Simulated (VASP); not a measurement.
A run of VASP 6.6.1:

File INCAR:

```
SYSTEM = CaF2
ALGO = Normal ; EDIFF = 1E-6
ENCUT = 600 ; GGA_COMPAT = .FALSE.
ISIF = 2 ; ISMEAR = 0
LASPH = .TRUE. ; LCHARG = .FALSE.
LREAL = .FALSE. ; LWAVE = .FALSE.
NBANDS = 19 ; NELM = 120
PREC = Accurate ; SIGMA = 0.01
```

The input KPOINTS:

```
k-points
0
G
  6 6 6
  0 0 0
```

The input POSCAR:

```
CaF2
1.0
    0.0000000000      2.6101343488      2.6101343488
    2.6101343488      0.0000000000      2.6101343488
    2.6101343488      2.6101343488      0.0000000000
Ca F
1 2
Direct
    0.0000000000      0.0000000000      0.0000000000
    0.2500000000      0.2500000000      0.2500000000
    0.7500000000      0.7500000000      0.7500000000
```

Potentials or basis: VASP PAW LDA potentials, release 64 (Ca_sv, F).

Run with:

```console
$ cat potpaw_LDA.64/Ca_sv/POTCAR potpaw_LDA.64/F/POTCAR > POTCAR
$ mpirun -np 1 vasp_std > vasp.out
```

Hardware: 1 thread of Intel Xeon 8259CL (shared host).

Problem. Estimate the wall time of this run.

Solution. It took 14 s on 1 thread of Intel Xeon 8259CL, with other jobs on the host, peak memory 0.15 GiB. Counts: scf iterations 13, k points 16.
